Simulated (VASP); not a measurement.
Here is a VASP 6.6.1 calculation.

INCAR

```
ALGO = Normal
EDIFF = 1E-6
EDIFFG = -0.002
ENCUT = 600
GGA = PS
IBRION = 2
ISIF = 3
ISMEAR = 0
LASPH = True
LCHARG = False
LREAL = False
LWAVE = False
NELM = 100
NSW = 100
PREC = Accurate
SIGMA = 0.1
```

File KPOINTS:

```
k-points
0
Gamma
  12 12 12
```

POSCAR

```
InAs
1.0
    0.0000000000      3.0535616600      3.0535616600
    3.0535616600      0.0000000000      3.0535616600
    3.0535616600      3.0535616600      0.0000000000
In As
1 1
Direct
    0.2500000000      0.2500000000      0.2500000000
    0.0000000000      0.0000000000      0.0000000000
```

Potentials or basis: VASP PAW PBE potentials, release 64 (In_d, As).

Run with:

```sh
$ cat potpaw_PBE.64/In_d/POTCAR potpaw_PBE.64/As/POTCAR > POTCAR
$ mpirun -np 1 vasp_std > vasp.out
```

(1) Estimate the space group after relaxing (to 0.1 Å).

(2) What does it give for the relaxed cell?

(3) Predict the band gap on the k mesh.

## Answers

(1) F-43m (No. 216).

(2) a = 4.307 Å, b = 4.307 Å, c = 4.307 Å, α = 60.00°, β = 60.00°, γ = 60.00°.

(3) zero (filled and empty bands touch).

Caveat: semilocal functionals underestimate gaps, so a narrow gap can read as zero; spin-orbit coupling is left out, which moves the levels of the heavy elements.
